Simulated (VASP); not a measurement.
Write the native input for VASP 6.6.1 that does the following.

```
Task                   : single point
Functional             : PBEsol
Potentials or basis    : VASP PAW PBE potentials, release 64 (Cd_sv_GW, S)
Cutoff                 : 540 eV
k mesh                 : 8 × 8 × 8
Occupations            : fermi-dirac, width 0.05 eV
Spin                   : no spin polarisation
Dipole correction      : no
Second run             : valence_matched
Further INCAR settings : ALGO = Normal; EDIFF = 1e-06; NBANDS = 20
```

The structure of CdS lies in POSCAR:

```
CdS
1.0
    0.0000000000      2.7160334386      2.7160334386
    2.7160334386      0.0000000000      2.7160334386
    2.7160334386      2.7160334386      0.0000000000
Cd S
1 1
Direct
    0.0000000000      0.0000000000      0.0000000000
    0.5000000000      0.5000000000      0.5000000000
```

These files were run (other wordings do the same):

INCAR

```
ALGO     = Normal         # electronic algorithm
EDIFF    = 1E-6           # SCF threshold, eV
ENCUT    = 540            # plane-wave cutoff, eV
GGA      = PS             # functional
GGA_COMPAT= F            
ISIF     = 2              # what is computed and relaxed
ISMEAR   = -1             # smearing method
LASPH    = T              # aspherical terms in the spheres
LCHARG   = F              # write CHGCAR
LREAL    = F              # projectors in reciprocal space
LWAVE    = F              # write WAVECAR
NBANDS   = 20             # bands
NELM     = 120            # most SCF steps
PREC     = Accurate       # precision mode
SIGMA    = 0.05           # smearing width, eV
```

KPOINTS

```
k-points
0
Gamma
  8 8 8
```

Potentials or basis: VASP PAW PBE potentials, release 64 (Cd_sv_GW, S).

The run is started by

```console
$ cat potpaw_PBE.64/Cd_sv_GW/POTCAR potpaw_PBE.64/S/POTCAR > POTCAR
$ mpirun -np 1 vasp_std > vasp.out
```

It gave:

The pressure is -2.7 GPa.

Caveat: the PAW data sets were made with another functional, which shifts forces and pressure a little.

Wall time 13 s on 1 thread of Intel(R) Xeon(R) 6975P-C (Granite Rapids), on a shared host, peak memory 0.19 GiB.
